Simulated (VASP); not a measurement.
Set up this calculation in VASP 6.6.1, as the native input.

- Task: single point
- Functional: PBEsol
- Potentials or basis: VASP PAW PBE potentials, release 64 (Ga_d, Sb)
- Cutoff: 500 eV
- k mesh: 18 × 18 × 18
- Occupations: gaussian, width 0.1 eV
- Spin: no spin polarisation
- Dipole correction: no
- Further INCAR settings: ALGO = Normal; EDIFF = 1e-06; NBANDS = 16

The structure of GaSb lies in POSCAR:

```
GaSb
1.0
    0.0000000000      3.0558829845      3.0558829845
    3.0558829845      0.0000000000      3.0558829845
    3.0558829845      3.0558829845      0.0000000000
Ga Sb
1 1
Direct
    0.0000000000      0.0000000000      0.0000000000
    0.2500000000      0.2500000000      0.2500000000
```

The input as run:

INCAR

```
SYSTEM = GaSb
ALGO = Normal
EDIFF = 1E-6
ENCUT = 500
GGA = PS
GGA_COMPAT = .FALSE.
ISIF = 2
ISMEAR = 0
LASPH = .TRUE.
LCHARG = .FALSE.
LREAL = .FALSE.
LWAVE = .FALSE.
NBANDS = 16
NELM = 120
PREC = Accurate
SIGMA = 0.1
```

KPOINTS

```
k-points
0
G
  18 18 18
  0 0 0
```

Potentials or basis: VASP PAW PBE potentials, release 64 (Ga_d, Sb).

The run is started by

```console
$ cat potpaw_PBE.64/Ga_d/POTCAR potpaw_PBE.64/Sb/POTCAR > POTCAR
$ mpirun -np 1 vasp_std > vasp.out
```

It gave:

```json
{"Pressure": "0.1 GPa"}
```

Caveat: the PAW data sets were made with another functional, which shifts forces and pressure a little.

It took 2.1 min on 1 thread of AMD EPYC 7R43 64-Core Processor (Zen 3), with other jobs on the host, peak memory 0.27 GiB.
